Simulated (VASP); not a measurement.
# AlN (I4/mmm) in VASP: notebook, part 2 of 2

VASP 6.6.1. Earlier steps stand in the parts before.

## Step 5: Single point, LDA (strain +0.025 along x and y, -0.025 along z)

Input file INCAR:

```
ALGO = Normal
EDIFF = 1E-6
ENCUT = 600
GGA = CA
GGA_COMPAT = False
ISIF = 2
ISMEAR = 0
LASPH = True
LCHARG = False
LREAL = False
LWAVE = False
NBANDS = 11
NELM = 120
PREC = Accurate
SIGMA = 0.05
```

Input file KPOINTS:

```
k-points
0
Gamma
  10 10 10
```

Input file POSCAR:

```
AlN
1.0
    0.0000000000      2.0853809500      1.9836550500
    2.0853809500      0.0000000000      1.9836550500
    2.0853809500      2.0853809500      0.0000000000
Al N
1 1
Direct
    0.5000000000      0.5000000000      0.5000000000
    0.0000000000      0.0000000000      0.0000000000
```

Potentials or basis: VASP PAW LDA potentials, release 64 (Al, N).

Run with:

```
> cat potpaw_LDA.64/Al/POTCAR potpaw_LDA.64/N/POTCAR > POTCAR
> mpirun -np 1 vasp_std > vasp.out
```

OUTCAR:

```text
EDIFF = 1E-6
   ENCUT = 600
   GGA = CA
   ISIF = 2
   ISMEAR = 0
   LASPH = True
   LREAL = False
   NELM = 120
   PREC = Accurate

 ion  position               nearest neighbor table
   1  0.500  0.500  0.500-   2 1.98   2 1.98   2 2.09   2 2.09   2 2.09   2 2.09
   2  0.000  0.000  0.000-   1 1.98   1 1.98   1 2.09   1 2.09   1 2.09   1 2.09

  LATTYP: Found a body centered tetragonal cell.
 ALAT       =     2.9491740222
 C/A-ratio  =     1.3452275349

  Lattice vectors:

 A1 = (   0.0000000000,  -2.0853809500,  -1.9836550500)
 A2 = (   0.0000000000,   2.0853809500,  -1.9836550500)
 A3 = (   2.0853809500,   0.0000000000,   1.9836550500)

Analysis of symmetry for initial positions (statically):
=====================================================================
 Subroutine PRICEL returns:
 Original cell was already a primitive cell.

 Routine SETGRP: Setting up the symmetry group for a
 body centered tetragonal supercell.

 Subroutine GETGRP returns: Found 16 space group operations
 (whereof 16 operations were pure point group operations)
 out of a pool of 16 trial point group operations.

The static configuration has the point symmetry D_4h.

Analysis of symmetry for dynamics (positions and initial velocities):
=====================================================================
 Subroutine PRICEL returns:
 Original cell was already a primitive cell.

 Routine SETGRP: Setting up the symmetry group for a
 body centered tetragonal supercell.

 Subroutine GETGRP returns: Found 16 space group operations
 (whereof 16 operations were pure point group operations)
 out of a pool of 16 trial point group operations.

The dynamic configuration has the point symmetry D_4h.

 Subroutine INISYM returns: Found 16 space group operations
 (whereof 16 operations are pure point group operations),
 and found     1 'primitive' translations

----------------------------------------------------------------------------------------

                                     Primitive cell

  volume of cell :      17.2531

  direct lattice vectors                    reciprocal lattice vectors
     0.000000000  2.085380950  1.983655050    -0.239764346  0.239764346  0.252059954
     2.085380950  0.000000000  1.983655050     0.239764346 -0.239764346  0.252059954
     2.085380950  2.085380950  0.000000000     0.239764346  0.239764346 -0.252059954

  length of vectors
     2.878141946  2.878141946  2.949174022     0.422502194  0.422502194  0.422502194

  position of ions in fractional coordinates (direct lattice)
     0.500000000  0.500000000  0.500000000
     0.000000000  0.000000000  0.000000000

  ion indices of the primitive-cell ions
   primitive index   ion index
                 1           1
                 2           2

----------------------------------------------------------------------------------------

 KPOINTS: k-points

Automatic generation of k-mesh.
 Grid dimensions read from file:
 generate k-points for:   10   10   10

[... 22 lines left out ...]
  0.200000  0.000000  0.000000      8.000000
  0.300000  0.000000  0.000000      8.000000
  0.400000  0.000000  0.000000      8.000000
  0.500000 -0.000000  0.000000      4.000000
[... 16 lines left out ...]
  0.300000  0.300000  0.000000      2.000000
  0.400000  0.300000  0.000000      8.000000
 [... further k-points ...]
   k-points           NKPTS =    102   k-points in BZ     NKDIM =    102   number of bands    NBANDS=     11
   number of dos      NEDOS =    301   number of ions     NIONS =      2
   total plane-waves  NPLWV =  13824
   dimension x,y,z NGX =    24 NGY =   24 NGZ =   24
   dimension x,y,z NGXF=    48 NGYF=   48 NGZF=   48
   ions per type =               1   1
   NGX,Y,Z   is equivalent  to a cutoff of  13.86, 13.86, 13.53 a.u.
   NGXF,Y,Z  is equivalent  to a cutoff of  27.73, 27.73, 27.06 a.u.
 SYSTEM =  unknown system
   PREC   = accura    normal or accurate (medium, high low for compatibility)
   ISTART =      0    job   : 0-new  1-cont  2-samecut
   ICHARG =      2    charge: 1-file 2-atom 10-const
   ISPIN  =      1    spin polarized calculation?
   LNONCOLLINEAR =      F non collinear calculations
   LSORBIT =      F    spin-orbit coupling
   LASPH  =      T    aspherical Exc in radial PAW
   ENCUT  =  600.0 eV  44.10 Ry    6.64 a.u.   5.75  5.75  5.89*2*pi/ulx,y,z
   NELM   =    120;   NELMIN=  2; NELMDL= -5     # of ELM steps
   EDIFF  = 0.1E-05   stopping-criterion for ELM
   LREAL  =      F    real-space projection
   EDIFFG = 0.1E-04   stopping-criterion for IOM
   NSW    =      0    number of steps for IOM
   IBRION =     -1    ionic relax: 0-MD 1-quasi-New 2-CG
   NFREE  =      0    steps in history (QN), initial steepest desc. (CG)
   ISIF   =      2    stress and relaxation
   ISYM   =      2    0-nonsym 1-usesym 2-fastsym
   POTIM  = 0.5000    time-step for ionic-motion
   TEBEG  =    0.0;   TEEND  =   0.0 temperature during run
   PSTRESS=    0.0 pullay stress
   NELECT =       8.0000    total number of electrons
   NUPDOWN=      -1.0000    fix difference up-down
   EMIN   =  10.00;   EMAX   =-10.00  energy-range for DOS
   EFERMI =   0.00;   METHOD = LEGACY
   ISMEAR =     0;   SIGMA  =   0.05  broadening in eV -4-tet -1-fermi 0-gaus
   EFERMI_NEDOS =   21; number of points for ismear=-14 and -15
   IALGO  =     38    algorithm
   IMIX   =      4    mixing-type and parameters
     AMIX     =   0.40;   BMIX     =  1.00
     AMIX_MAG =   1.60;   BMIX_MAG =  1.00
  volume/ion in A,a.u.               =       8.63        58.21
  Fermi-wavevector in a.u.,A,eV,Ry     =   1.267114  2.394499 21.845229  1.605579
  Thomas-Fermi vector in A             =   2.400280
   LORBIT       =      0    0 simple, 1 ext, 2 COOP (PROOUT), +10 PAW based schemes
   GGA     = CA    functional components
   LHFCALC =     F    Hartree Fock is set to
   AEXX    =    0.0000 exact exchange contribution
   IVDW    =     0    specifies the selected vdW correction
   LEPSILON=     F    determine dielectric tensor
   LRPA    =     F    only Hartree local field effects (RPA)
 non-spin polarized calculation
 Gauss-broadening in eV      SIGMA  =   0.05
  energy-cutoff  :      600.00
  volume of cell :       17.25
 maximum number of plane-waves:       588
   NGX = 11   NGY = 11   NGZ = 11

 number of electron       8.0000001 magnetization

 Free energy of the ion-electron system (eV)
  ---------------------------------------------------
  ext. energy  EPLUGINS =         0.00000000
  ---------------------------------------------------
  free energy    TOTEN  =       -16.15619579 eV

  energy without entropy =      -16.15619579  energy(sigma->0) =      -16.15619579

 E-fermi :   9.4790     XC(G=0): -12.3696

 val. band max:        9.2793239579   @ k =   0.0000   0.0000   0.0000
 cond. band min:      12.9642524780   @ k =   0.5000   0.5000   0.0000
 fundamental gap:      3.6849285201
 Fermi energy:         9.4789709024

 k-point     1 :       0.0000    0.0000    0.0000
  band No.  band energies     occupation
      1      -7.8704      2.00000
      2       8.8888      2.00000
      3       9.2793      2.00000
      4       9.2793      2.00000
      5      14.2824      0.00000
      6      20.8619      0.00000
      7      20.8619      0.00000
      8      21.5044      0.00000
      9      25.6888      0.00000
     10      26.1898      0.00000
     11      26.2794      0.00000
[... 309 lines left out ...]
 k-point    24 :       0.4000    0.3000    0.0000
  band No.  band energies     occupation
      1      -4.7673      2.00000
      2       3.4804      2.00000
      3       6.3774      2.00000
      4       6.7717      2.00000
      5      14.7393      0.00000
      6      15.6312      0.00000
      7      21.1132      0.00000
      8      23.6139      0.00000
      9      24.4052      0.00000
     10      30.0317      0.00000
     11      33.2448      0.00000

 [... further k-points ...]

------------------------ aborting loop because EDIFF is reached ----------------------------------------

  FORCE on cell =-STRESS in cart. coord.  units (eV):
  Direction    XX          YY          ZZ          XY          YZ          ZX
  --------------------------------------------------------------------------------------
  -------------------------------------------------------------------------------------
  Total       -1.9979560     -1.9979560     -0.7850736      0.0000000      0.0000000      0.0000000
  in kB     -185.5365830   -185.5365830    -72.9044397      0.0000000      0.0000000      0.0000000
  external PRESSURE =    -147.9925352 kB  Pullay stress =       0.0000000 kB

 VOLUME and BASIS-vectors are now :
 -----------------------------------------------------------------------------
  energy-cutoff  :      600.00
  volume of cell :       17.25
      direct lattice vectors                 reciprocal lattice vectors
     0.000000000  2.085380950  1.983655050    -0.239764346  0.239764346  0.252059954
     2.085380950  0.000000000  1.983655050     0.239764346 -0.239764346  0.252059954
     2.085380950  2.085380950  0.000000000     0.239764346  0.239764346 -0.252059954

 POSITION                                       TOTAL-FORCE (eV/Angst)
 -----------------------------------------------------------------------------------
      2.08538      2.08538      1.98366         0.000000     -0.000000      0.000000
      0.00000      0.00000      0.00000        -0.000000      0.000000      0.000000
 -----------------------------------------------------------------------------------
    total drift:                                0.000000     -0.000000     -0.000000

  FREE ENERGIE OF THE ION-ELECTRON SYSTEM (eV)
  ---------------------------------------------------
  free  energy   TOTEN  =       -16.1561957850 eV

  energy  without entropy=      -16.1561957850  energy(sigma->0) =      -16.15619579
```

stdout:

```text
POSCAR found type information on POSCAR AlN
 POSCAR found :  2 types and       2 ions
 scaLAPACK will be used
 LDA part: xc-table for (Slater(with rela. corr.)+CA(PZ))
 , standard interpolation
 POSCAR, INCAR and KPOINTS ok, starting setup
 FFT: planning ... GRIDC
 FFT: planning ... GRID_SOFT
 FFT: planning ... GRID
 WAVECAR not read
 entering main loop
```

Wall time 12 s (1 thread of Intel Xeon 6975P-C (Granite Rapids), shared host); peak memory 0.14 GiB.

Results:

- Free energy: -16.1562 eV
- Pressure: -14.8 GPa
- Band gap on the k mesh: 3.69 eV (least direct gap 5.00 eV)

Levels at points of the mesh, in eV from the valence-band top:
| k point | band 2 | band 3 | band 4 | band 5 | band 6 | band 7 |
| --- | --- | --- | --- | --- | --- | --- |
| (0.00, 0.00, 0.00) | -0.39 | 0.00 | 0.00 | 5.00 | 11.58 | 11.58 |
| (0.50, 0.00, 0.00) | -8.20 | -1.22 | -1.06 | 5.66 | 9.82 | 11.03 |
| (0.50, 0.50, 0.00) | -7.10 | -3.06 | -3.06 | 3.69 | 4.84 | 13.68 |
| (0.50, 0.00, 0.50) | -7.32 | -3.02 | -2.39 | 4.11 | 5.33 | 13.03 |

Caveat: the cell differs from its parent crystal (strain +0.025 along x and y, -0.025 along z); the cell stands under tension.

## Step 6: Single point, LDA (strain +0.050 along x and y, +0.000 along z)

Input file INCAR:

```
SYSTEM = AlN
PREC = Accurate
ENCUT = 600
EDIFF = 1E-6
ISMEAR = 0
SIGMA = 0.05
LREAL = .FALSE.
LASPH = .TRUE.
NELM = 120
ALGO = Normal
ISIF = 2
LWAVE = .FALSE.
LCHARG = .TRUE.
GGA = CA
LELF = .TRUE.
LVHAR = .TRUE.
NBANDS = 11
GGA_COMPAT = .FALSE.
```

Input file KPOINTS:

```
regular mesh
0
G
  10 10 10
  0 0 0
```

Input file POSCAR:

```
AlN
1.0
    0.0000000000      2.1362439000      2.0345180000
    2.1362439000      0.0000000000      2.0345180000
    2.1362439000      2.1362439000      0.0000000000
Al N
1 1
Direct
    0.5000000000      0.5000000000      0.5000000000
    0.0000000000      0.0000000000      0.0000000000
```

Potentials or basis: VASP PAW LDA potentials, release 64 (Al, N).

Run with:

```
> cat potpaw_LDA.64/Al/POTCAR potpaw_LDA.64/N/POTCAR > POTCAR
> mpirun -np 1 vasp_std > vasp.out
```

Run time: 13 s. Hardware: 1 thread of Intel Xeon 6975P-C (Granite Rapids), shared host; peak memory 0.14 GiB.

It converged, with:

- Free energy: -15.9778 eV
- Pressure: -28.3 GPa
- Band gap on the k mesh: 3.06 eV (least direct gap 4.04 eV)

Stress tensor (GPa, compression positive):
```
-30.27   0.00   0.00
  0.00 -30.27   0.00
  0.00   0.00 -24.34
```

Levels at points of the mesh, in eV from the valence-band top:
| k point | band 1 | band 2 | band 3 | band 4 | band 5 | band 6 | band 7 | band 8 |
| --- | --- | --- | --- | --- | --- | --- | --- | --- |
| (0.00, 0.00, 0.00) | -16.52 | -0.39 | 0.00 | 0.00 | 4.04 | 11.36 | 11.36 | 11.96 |
| (0.50, 0.00, 0.00) | -13.63 | -7.76 | -1.08 | -0.94 | 5.23 | 9.30 | 10.40 | 11.26 |
| (0.50, 0.50, 0.00) | -12.55 | -6.66 | -2.85 | -2.85 | 3.06 | 4.97 | 12.83 | 14.81 |
| (0.50, 0.00, 0.50) | -12.91 | -6.84 | -2.84 | -2.23 | 3.44 | 5.43 | 12.20 | 14.57 |

Caveat: the cell differs from its parent crystal (strain +0.050 along x and y, +0.000 along z); the cell stands under tension. A k mesh can miss the band edges.

## Step 7: Summary

```tsv
cell	gap on the mesh (eV)	pressure (GPa)
a = 2.806, b = 2.806, c = 2.877 Å, angles 59.2, 59.2, 61.7°, 2 atoms	4.37	4.3
a = 2.843, b = 2.843, c = 2.949 Å, angles 58.8, 58.8, 62.5°, 2 atoms	3.77	-7.3
a = 2.881, b = 2.881, c = 3.021 Å, angles 58.4, 58.4, 63.2°, 2 atoms	3.25	-16.0
a = 2.878, b = 2.878, c = 2.949 Å, angles 59.2, 59.2, 61.6°, 2 atoms	3.69	-14.8
a = 2.950, b = 2.950, c = 3.021 Å, angles 59.2, 59.2, 61.6°, 2 atoms	3.06	-28.3
```

Alike in all rows: task single point; level LDA; potentials or basis VASP PAW LDA potentials, release 64 (Al, N); no spin polarisation; k mesh 10 × 10 × 10; cutoff (eV) 600; smearing gaussian 0.05 eV.

Caveats: the cell stands under tension (at least some runs); the cell stands under pressure (at least some runs).

Total energies depend on the potentials used, so only differences within one code and one set of settings carry meaning.
